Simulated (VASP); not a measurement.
Wanted: the native input for a VASP 6.6.1 run.

| Quantity | Value |
| --- | --- |
| Task | single point |
| Functional | BLYP |
| Potentials or basis | VASP PAW PBE potentials, release 64 (Y_sv) |
| Cutoff | 520 eV |
| k mesh | 11 × 11 × 3 |
| Occupations | fermi-dirac, width 0.1 eV |
| Spin | no spin polarisation |
| Dipole correction | no |
| Further INCAR settings | ALGO = Normal; EDIFF = 1e-07; NBANDS = 30 |

The structure of Y lies in POSCAR:

```
Y
1.0
    3.7341109632      0.0000000000      0.0000000000
   -1.8670554816      3.2338349547      0.0000000000
    0.0000000000      0.0000000000     11.9822912731
Y
4
Direct
    1.0000000000      1.0000000000      1.0000000000
    1.0000000000      1.0000000000      0.5000000000
    0.3333333333      0.6666666667      0.2500000000
    0.6666666667      0.3333333333      0.7500000000
```

The input as run:

INCAR

```
SYSTEM = Y
PREC = Accurate
ENCUT = 520
EDIFF = 1E-7
ISMEAR = -1
SIGMA = 0.1
LREAL = .False.
LASPH = .True.
NELM = 100
ALGO = Normal
ISIF = 2
LWAVE = .False.
LCHARG = .False.
GGA = B5
ALDAX = 1.0
AGGAX = 1.0
AGGAC = 1.0
ALDAC = 0.0
NBANDS = 30
```

KPOINTS

```
Automatic mesh
0
Gamma
  11 11 3
  0 0 0
```

Potentials or basis: VASP PAW PBE potentials, release 64 (Y_sv).

Run with:

```bash
$ cat potpaw_PBE.64/Y_sv/POTCAR > POTCAR
$ mpirun -np 1 vasp_std > vasp.out
```

It gave:

The pressure is -2.6 GPa and the band gap on the k mesh is zero (bands 22 and 23 overlap by 0.96 eV).

Caveat: the PAW data sets were made with another functional, which shifts forces and pressure a little.

Run time: 120 s on 1 thread of Intel(R) Xeon(R) 6975P-C (Granite Rapids) (shared host), peak memory 0.29 GiB.
